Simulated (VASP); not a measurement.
# TaN (P-62m) in VASP: a series of runs

Runs on TaN. Level: r2SCAN. Tasks: single point.

All numbers are computed with VASP 6.6.1; they aren't measurements. Logs are shortened: lines on timing, memory, paths and dates and some standing lists are left out, and cuts for length are marked.

## (1) The cell of the first run

The structure is hexagonal, space group P-62m (No. 189). The conventional cell has a = 5.199 Å, b = 5.199 Å, c = 2.911 Å, α = 90.00°, β = 90.00°, γ = 120.00°. Within 2.7 Å of Ta (site symmetry -62m) lie 3 N at 2.04 Å. Ta (site symmetry -6) has 6 N at 2.16 Å and 5 Ta at 2.91 to 3.00 Å within 3.1 Å. Within 3.0 Å of N (site symmetry m2m) lie 5 Ta at 2.04 to 2.16 Å and 6 N at 2.77 to 2.91 Å.

## (2) Single point, r2SCAN

File POSCAR:

```
TaN
1.0
    5.1991479754      0.0000000000      0.0000000000
   -2.5995739877      4.5025942247      0.0000000000
    0.0000000000      0.0000000000      2.9107158396
Ta N
3 3
Direct
    0.0000000000      0.0000000000      0.0000000000
    0.3333333333      0.6666666667      0.5000000000
    0.6666666667      0.3333333333      0.5000000000
    0.3924935576      0.0000000000      0.0000000000
    0.6075064424      0.6075064424      0.0000000000
    0.0000000000      0.3924935576      0.0000000000
```

File INCAR.step1:

```
PREC = Accurate
ENCUT = 520
ISMEAR = 0
SIGMA = 0.1
LREAL = False
LASPH = True
NELM = 60
NBANDS = 33
GGA = PE
ALGO = Normal
EDIFF = 1E-4
LWAVE = True
LCHARG = False
```

File INCAR.step2:

```
PREC = Accurate
ENCUT = 520
EDIFF = 1E-6
ISMEAR = 0
SIGMA = 0.1
LREAL = False
LASPH = True
NELM = 60
ALGO = Normal
ISIF = 2
LWAVE = False
LCHARG = False
METAGGA = R2SCAN
LMIXTAU = True
NBANDS = 33
ISTART = 1
```

File KPOINTS:

```
Automatic mesh
0
Gamma
  9 9 12
```

Potentials or basis: VASP PAW PBE potentials, release 64 (Ta_pv, N).

Started as:

```sh
cat potpaw_PBE.64/Ta_pv/POTCAR potpaw_PBE.64/N/POTCAR > POTCAR
cp INCAR.step1 INCAR
mpirun -np 1 vasp_std > vasp.out
cp INCAR.step2 INCAR
mpirun -np 1 vasp_std > vasp.out
```

OUTCAR:

```text
PREC = Accurate
   ENCUT = 520
   EDIFF = 1E-6
   ISMEAR = 0
   LREAL = False
   LASPH = True
   NELM = 60
   ISIF = 2
   METAGGA = R2SCAN
   ISTART = 1

 ion  position               nearest neighbor table
   1  0.000  0.000  0.000-   5 2.04   6 2.04   4 2.04   3 3.34   2 3.34   2 3.34   3 3.34   2 3.34
                             2 3.34   3 3.34   3 3.34   3 3.34   3 3.34   2 3.34   2 3.34
   2  0.333  0.667  0.500-   4 2.16   4 2.16   6 2.16   6 2.16   5 2.16   5 2.16   3 3.00   3 3.00
                             3 3.00   1 3.34   1 3.34   1 3.34   1 3.34   1 3.34   1 3.34
   3  0.667  0.333  0.500-   6 2.16   6 2.16   4 2.16   4 2.16   5 2.16   5 2.16   2 3.00   2 3.00
                             2 3.00   1 3.34   1 3.34   1 3.34   1 3.34   1 3.34   1 3.34
   4  0.392  0.000  0.000-   1 2.04   2 2.16   2 2.16   3 2.16   3 2.16
   5  0.608  0.608  0.000-   1 2.04   3 2.16   3 2.16   2 2.16   2 2.16
   6  0.000  0.392  0.000-   1 2.04   3 2.16   3 2.16   2 2.16   2 2.16

  LATTYP: Found a hexagonal cell.
 ALAT       =     5.1991479754
 C/A-ratio  =     0.5598447771

  Lattice vectors:

 A1 = (   5.1991479754,   0.0000000000,   0.0000000000)
 A2 = (  -2.5995739877,   4.5025942247,   0.0000000000)
 A3 = (   0.0000000000,   0.0000000000,   2.9107158396)

Analysis of symmetry for initial positions (statically):
=====================================================================
 Subroutine PRICEL returns:
 Original cell was already a primitive cell.

 Routine SETGRP: Setting up the symmetry group for a
 hexagonal supercell.

 Subroutine GETGRP returns: Found 12 space group operations
 (whereof 12 operations were pure point group operations)
 out of a pool of 24 trial point group operations.

The static configuration has the point symmetry D_3h.

Analysis of symmetry for dynamics (positions and initial velocities):
=====================================================================
 Subroutine PRICEL returns:
 Original cell was already a primitive cell.

 Routine SETGRP: Setting up the symmetry group for a
 hexagonal supercell.

 Subroutine GETGRP returns: Found 12 space group operations
 (whereof 12 operations were pure point group operations)
 out of a pool of 24 trial point group operations.

The dynamic configuration has the point symmetry D_3h.

 Subroutine INISYM returns: Found 12 space group operations
 (whereof 12 operations are pure point group operations),
 and found     1 'primitive' translations

----------------------------------------------------------------------------------------

                                     Primitive cell

  volume of cell :      68.1388

  direct lattice vectors                    reciprocal lattice vectors
     5.199147975  0.000000000  0.000000000     0.192339207  0.111047093  0.000000000
    -2.599573988  4.502594225  0.000000000     0.000000000  0.222094186  0.000000000
     0.000000000  0.000000000  2.910715840     0.000000000  0.000000000  0.343558099

  length of vectors
     5.199147975  5.199147975  2.910715840     0.222094186  0.222094186  0.343558099

  position of ions in fractional coordinates (direct lattice)
     0.000000000  0.000000000  0.000000000
     0.333333333  0.666666667  0.500000000
     0.666666667  0.333333333  0.500000000
     0.392493558  0.000000000  0.000000000
     0.607506442  0.607506442  0.000000000
     0.000000000  0.392493558  0.000000000

  ion indices of the primitive-cell ions
   primitive index   ion index
                 1           1
                 2           2
                 3           3
                 4           4
                 5           5
                 6           6

----------------------------------------------------------------------------------------

 KPOINTS: Automatic mesh

Automatic generation of k-mesh.
 Grid dimensions read from file:
 generate k-points for:    9    9   12

 Generating k-lattice:

  Cartesian coordinates                     Fractional coordinates (reciprocal lattice)
     0.021371023  0.012338566  0.000000000     0.111111111  0.000000000  0.000000000
     0.000000000  0.024677132  0.000000000     0.000000000  0.111111111  0.000000000
     0.000000000  0.000000000  0.028629842     0.000000000  0.000000000  0.083333333

  Length of vectors
     0.024677132  0.024677132  0.028629842

  Shift w.r.t. Gamma in fractional coordinates (k-lattice)
     0.000000000  0.000000000  0.000000000

 Subroutine IBZKPT returns following result:
 ===========================================

 Found     84 irreducible k-points:

 Following reciprocal coordinates:
            Coordinates               Weight
  0.000000  0.000000  0.000000      1.000000
  0.111111  0.000000  0.000000      6.000000
  0.222222  0.000000  0.000000      6.000000
  0.333333  0.000000  0.000000      6.000000
  0.444444  0.000000  0.000000      6.000000
  0.111111  0.111111  0.000000      6.000000
[... 16 lines left out ...]
  0.333333  0.222222  0.083333     24.000000
  0.333333  0.333333  0.083333      4.000000
 [... further k-points ...]
   k-points           NKPTS =     84   k-points in BZ     NKDIM =     84   number of bands    NBANDS=     33
   number of dos      NEDOS =    301   number of ions     NIONS =      6
   total plane-waves  NPLWV =  38400
   dimension x,y,z NGX =    40 NGY =   40 NGZ =   24
   dimension x,y,z NGXF=    80 NGYF=   80 NGZF=   48
   ions per type =               3   3
   NGX,Y,Z   is equivalent  to a cutoff of  12.79, 12.79, 13.71 a.u.
   NGXF,Y,Z  is equivalent  to a cutoff of  25.58, 25.58, 27.42 a.u.
 SYSTEM =  unknown system
   PREC   = accura    normal or accurate (medium, high low for compatibility)
   ISTART =      1    job   : 0-new  1-cont  2-samecut
   ICHARG =      0    charge: 1-file 2-atom 10-const
   ISPIN  =      1    spin polarized calculation?
   LNONCOLLINEAR =      F non collinear calculations
   LSORBIT =      F    spin-orbit coupling
   LASPH  =      T    aspherical Exc in radial PAW
   ENCUT  =  520.0 eV  38.22 Ry    6.18 a.u.   9.67  9.67  5.41*2*pi/ulx,y,z
   NELM   =     60;   NELMIN=  2; NELMDL=  0     # of ELM steps
   EDIFF  = 0.1E-05   stopping-criterion for ELM
   LREAL  =      F    real-space projection
[... 7 lines left out ...]
   TEBEG  =    0.0;   TEEND  =   0.0 temperature during run
   PSTRESS=    0.0 pullay stress
   NELECT =      48.0000    total number of electrons
   NUPDOWN=      -1.0000    fix difference up-down
   EMIN   =  10.00;   EMAX   =-10.00  energy-range for DOS
   EFERMI =   0.00;   METHOD = LEGACY
   ISMEAR =     0;   SIGMA  =   0.10  broadening in eV -4-tet -1-fermi 0-gaus
   EFERMI_NEDOS =   21; number of points for ismear=-14 and -15
   IALGO  =     38    algorithm
   IMIX   =      4    mixing-type and parameters
     AMIX     =   0.40;   BMIX     =  1.00
     AMIX_MAG =   1.60;   BMIX_MAG =  1.00
  volume/ion in A,a.u.               =      11.36        76.64
  Fermi-wavevector in a.u.,A,eV,Ry     =   1.456656  2.752681 28.869474  2.121846
  Thomas-Fermi vector in A             =   2.573549
   LORBIT       =      0    0 simple, 1 ext, 2 COOP (PROOUT), +10 PAW based schemes
   METAGGA = R2SCAN    functional components
   LHFCALC =     F    Hartree Fock is set to
   AEXX    =    0.0000 exact exchange contribution
   IVDW    =     0    specifies the selected vdW correction
   LEPSILON=     F    determine dielectric tensor
   LRPA    =     F    only Hartree local field effects (RPA)
 non-spin polarized calculation
 Gauss-broadening in eV      SIGMA  =   0.10
  energy-cutoff  :      520.00
  volume of cell :       68.14
 maximum number of plane-waves:      1858
 NGX is ok and might be reduce to    40
   NGX = 19   NGY = 19   NGZ = 11

 number of electron      48.0000001 magnetization

 Free energy of the ion-electron system (eV)
  ---------------------------------------------------
  ext. energy  EPLUGINS =         0.00000000
  ---------------------------------------------------
  free energy    TOTEN  =      -181.31265156 eV

  energy without entropy =     -181.31082959  energy(sigma->0) =     -181.31174058

 E-fermi :   8.3770     XC(G=0): -13.9796

 val. band max:        8.3286102378   @ k =   0.1111   0.0000   0.3333
 cond. band min:       8.3981226782   @ k =   0.1111   0.1111   0.0833
 fundamental gap:      0.0695124403
 Fermi energy:         8.3770271390

 k-point     1 :       0.0000    0.0000    0.0000
  band No.  band energies     occupation
      1     -29.2849      2.00000
      2     -29.2849      2.00000
      3     -28.9161      2.00000
      4     -28.9161      2.00000
      5     -28.7351      2.00000
      6     -28.6242      2.00000
[... 25 lines left out ...]
     32      11.6758      0.00000
     33      11.6758      0.00000

 k-point     2 :       0.1111    0.0000    0.0000
  band No.  band energies     occupation
      1     -29.2958      2.00000
      2     -29.2822      2.00000
      3     -28.9070      2.00000
      4     -28.9023      2.00000
      5     -28.7320      2.00000
      6     -28.6270      2.00000
[... 25 lines left out ...]
     32      11.6326      0.00000
     33      11.7745      0.00000

 k-point     3 :       0.2222    0.0000    0.0000
  band No.  band energies     occupation
      1     -29.3206      2.00000
      2     -29.2666      2.00000
      3     -28.8990      2.00000
      4     -28.8700      2.00000
      5     -28.7231      2.00000
      6     -28.6353      2.00000
[... 25 lines left out ...]
     32      12.0343      0.00000
     33      12.0851      0.00000

 k-point     4 :       0.3333    0.0000    0.0000
  band No.  band energies     occupation
      1     -29.3456      2.00000
      2     -29.2296      2.00000
      3     -28.9250      2.00000
      4     -28.8362      2.00000
      5     -28.7105      2.00000
      6     -28.6472      2.00000
[... 25 lines left out ...]
     32      12.3715      0.00000
     33      12.4530      0.00000

 k-point     5 :       0.4444    0.0000    0.0000
  band No.  band energies     occupation
      1     -29.3604      2.00000
      2     -29.1836      2.00000
      3     -28.9741      2.00000
      4     -28.8151      2.00000
      5     -28.6986      2.00000
      6     -28.6586      2.00000
[... 604 lines left out ...]
 k-point    22 :       0.2222    0.2222    0.0833
  band No.  band energies     occupation
      1     -29.3236      2.00000
      2     -29.2105      2.00000
      3     -28.9604      2.00000
      4     -28.8103      2.00000
      5     -28.7680      2.00000
      6     -28.7117      2.00000
[... 25 lines left out ...]
     32      12.1104      0.00000
     33      12.4485      0.00000

 k-point    23 :       0.3333    0.2222    0.0833
  band No.  band energies     occupation
      1     -29.3259      2.00000
      2     -29.1622      2.00000
      3     -29.0290      2.00000
      4     -28.7943      2.00000
      5     -28.7543      2.00000
      6     -28.7252      2.00000
[... 25 lines left out ...]
     32      12.2827      0.00000
     33      12.5351      0.00000

 k-point    24 :       0.3333    0.3333    0.0833
  band No.  band energies     occupation
      1     -29.3200      2.00000
      2     -29.1045      2.00000
      3     -29.1045      2.00000
      4     -28.7882      2.00000
      5     -28.7397      2.00000
      6     -28.7397      2.00000
[... 25 lines left out ...]
     32      12.3066      0.00000
     33      12.3066      0.00000

 [... further k-points ...]
[... 5 lines left out ...]
  --------------------------------------------------------------------------------------
  -------------------------------------------------------------------------------------
  Total        0.6934003      0.6934003      0.6126134      0.0000000     -0.0000000      0.0000000
  in kB       16.3042129     16.3042129     14.4046346      0.0000000     -0.0000000      0.0000000
  external PRESSURE =      15.6710201 kB  Pullay stress =       0.0000000 kB

 VOLUME and BASIS-vectors are now :
 -----------------------------------------------------------------------------
  energy-cutoff  :      520.00
  volume of cell :       68.14
      direct lattice vectors                 reciprocal lattice vectors
     5.199147975  0.000000000  0.000000000     0.192339207  0.111047093  0.000000000
    -2.599573988  4.502594225  0.000000000     0.000000000  0.222094186  0.000000000
     0.000000000  0.000000000  2.910715840     0.000000000  0.000000000  0.343558099

 POSITION                                       TOTAL-FORCE (eV/Angst)
 -----------------------------------------------------------------------------------
      0.00000      0.00000      0.00000        -0.000000     -0.000000     -0.000000
     -0.00000      3.00173      1.45536        -0.000000     -0.000000     -0.000000
      2.59957      1.50086      1.45536        -0.000000      0.000000     -0.000000
      2.04063      0.00000      0.00000        -0.000015      0.000000      0.000000
      1.57926      2.73535      0.00000         0.000007      0.000013     -0.000000
     -1.02032      1.76724      0.00000         0.000007     -0.000013     -0.000000
 -----------------------------------------------------------------------------------
    total drift:                                0.000003      0.000004      0.000000

  FREE ENERGIE OF THE ION-ELECTRON SYSTEM (eV)
  ---------------------------------------------------
  free  energy   TOTEN  =      -181.3126515631 eV

  energy  without entropy=     -181.3108295893  energy(sigma->0) =     -181.31174058
```

Run time: 11 min. Hardware: 1 thread of AMD EPYC 7R13 (Zen 3), shared host; peak memory 0.27 GiB.

Results:

| Item | Value |
| --- | --- |
| Free energy | -181.3127 eV |
| Pressure | 1.6 GPa |
| Band gap on the k mesh | zero (bands 24 and 25 overlap by 3.27 eV) |

Caveat: the PAW data sets were made with another functional, which shifts forces and pressure a little; spin-orbit coupling is left out, which moves the levels of the heavy elements.

## (3) Single point, r2SCAN

File POSCAR:

```
TaN
1.0
    5.2007689477      0.0000000000      0.0000000000
   -2.6003844739      4.5039980280      0.0000000000
    0.0000000000      0.0000000000      2.9097611645
Ta N
3 3
Direct
    0.0000000000      0.0000000000      0.0000000000
    0.3333333333      0.6666666667      0.5000000000
    0.6666666667      0.3333333333      0.5000000000
    0.3923649513      0.0000000000      0.0000000000
    0.6076350487      0.6076350487      0.0000000000
    0.0000000000      0.3923649513      0.0000000000
```

File INCAR.step1:

```
SYSTEM = TaN
ALGO = Normal
EDIFF = 1E-4
ENCUT = 520
GGA = PE
ISMEAR = -1
LASPH = .True.
LCHARG = .False.
LREAL = .False.
LWAVE = .True.
NBANDS = 33
NELM = 100
PREC = Accurate
SIGMA = 0.15
```

File INCAR.step2:

```
SYSTEM = TaN
ALGO = Normal
EDIFF = 1E-7
ENCUT = 520
ISIF = 2
ISMEAR = -1
ISTART = 1
LASPH = .True.
LCHARG = .True.
LELF = .True.
LMIXTAU = .True.
LREAL = .False.
LVHAR = .True.
LWAVE = .False.
METAGGA = R2SCAN
NBANDS = 33
NELM = 100
PREC = Accurate
SIGMA = 0.15
```

File KPOINTS:

```
k-points
0
Gamma
  9 9 12
  0 0 0
```

Potentials or basis: VASP PAW PBE potentials, release 64 (Ta_pv, N).

Started as:

```sh
cat potpaw_PBE.64/Ta_pv/POTCAR potpaw_PBE.64/N/POTCAR > POTCAR
cp INCAR.step1 INCAR
mpirun -np 1 vasp_std > vasp.out
cp INCAR.step2 INCAR
mpirun -np 1 vasp_std > vasp.out
```

Run time: 11 min. Hardware: 1 thread of AMD EPYC 7R13 (Zen 3), shared host; peak memory 0.27 GiB.

It converged, with:

```
Free energy            : -181.3306 eV
Pressure               : 1.6 GPa
Band gap on the k mesh : zero (bands 24 and 25 overlap by 3.28 eV)
```

Stress tensor (GPa, compression positive):
```
1.62 0.00 0.00
0.00 1.62 0.00
0.00 0.00 1.45
```

Levels at points of the mesh, in eV from the Fermi level:
| k point | band 20 | band 21 | band 22 | band 23 | band 24 | band 25 | band 26 | band 27 | band 28 | band 29 |
| --- | --- | --- | --- | --- | --- | --- | --- | --- | --- | --- |
| (0.00, 0.00, 0.00) | -5.30 | -4.61 | -3.58 | -2.00 | -0.97 | -0.97 | 0.73 | 0.73 | 1.89 | 2.06 |
| (0.00, 0.00, 0.50) | -4.81 | -4.63 | -3.02 | -3.02 | 1.99 | 2.00 | 2.00 | 2.41 | 2.41 | 3.40 |

Caveat: the PAW data sets were made with another functional, which shifts forces and pressure a little; spin-orbit coupling is left out, which moves the levels of the heavy elements.

The gap in the log of VASP goes by the Fermi energy; the results here count the filled bands.